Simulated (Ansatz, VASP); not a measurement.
## Ag in VASP and in Ansatz

INCAR

```
SYSTEM = Ag
PREC = Accurate
ENCUT = 520
EDIFF = 1E-7
ISMEAR = -1
SIGMA = 0.05
LREAL = .False.
LASPH = .True.
NELM = 100
ALGO = Normal
ISIF = 2
LWAVE = .False.
LCHARG = .True.
LELF = .True.
LVHAR = .True.
NBANDS = 18
```

The input KPOINTS:

```
regular mesh
0
Gamma
  14 14 8
  0 0 0
```

The input POSCAR:

```
Ag
1.0
    2.9397323648      0.0000000000      0.0000000000
   -1.4698661824      2.5458829083      0.0000000000
    0.0000000000      0.0000000000      4.8059137382
Ag
2
Direct
    0.3333333333      0.6666666667      0.2500000000
    0.6666666667      0.3333333333      0.7500000000
```

Input for Ansatz:

```yaml
crystal:
  lattice:
    - [2.9397323648, 0.0, 0.0]
    - [-1.4698661824, 2.5458829083, 0.0]
    - [0.0, 0.0, 4.8059137382]
  atoms:
    - { symbol: Ag, position: [0.3333333333, 0.6666666667, 0.25] }
    - { symbol: Ag, position: [0.6666666667, 0.3333333333, 0.75] }
kpoints:
  mp_grid: { grid: [14, 14, 8] }
  band_path:
    path:
      - [0.0, 0.0, 0.0]
      - [0.5, 0.0, 0.0]
      - [0.3333333333, 0.3333333333, 0.0]
      - [0.0, 0.0, 0.0]
      - [0.0, 0.0, 0.5]
      - [0.5, 0.0, 0.5]
      - [0.3333333333, 0.3333333333, 0.5]
      - [0.0, 0.0, 0.5]
      - [0.5, 0.0, 0.5]
    npoints: 5
scf:
  occupations: { method: fermi_dirac, width: 0.05 }
hamiltonian:
  xc: lda
  pseudopotentials: { kind: all_electron, lapw: { basis_error: 0.00025 } }
output:
  forces: true
  stress: true
  eigenvalues: true
```

Change from the starting cell: volume scaled by 1.01.

Alike in both runs: task single point; functional LDA; k mesh 14 × 14 × 8; occupations fermi-dirac, width 0.05 eV; no spin polarisation.

|  | VASP | Ansatz |
| --- | --- | --- |
| version | VASP 6.6.1 | Ansatz 0.2.0 |
| potentials or method | VASP PAW LDA potentials, release 64 (Ag), cutoff 520 eV | all-electron LAPW, scalar-relativistic |

VASP gave:

- pressure (GPa): -11.1
- traceless stress, the component that is largest in VASP (GPa): -0.24

**Question.** What did Ansatz give for the same quantities?

**Answer.** Pressure (GPa): -11.3; traceless stress, the component that is largest in VASP (GPa): -0.24.

LDA's correlation is that of Perdew and Zunger in VASP and of Perdew and Wang (1992) in Ansatz. Ansatz ran all-electron here, and VASP with PAW potentials.
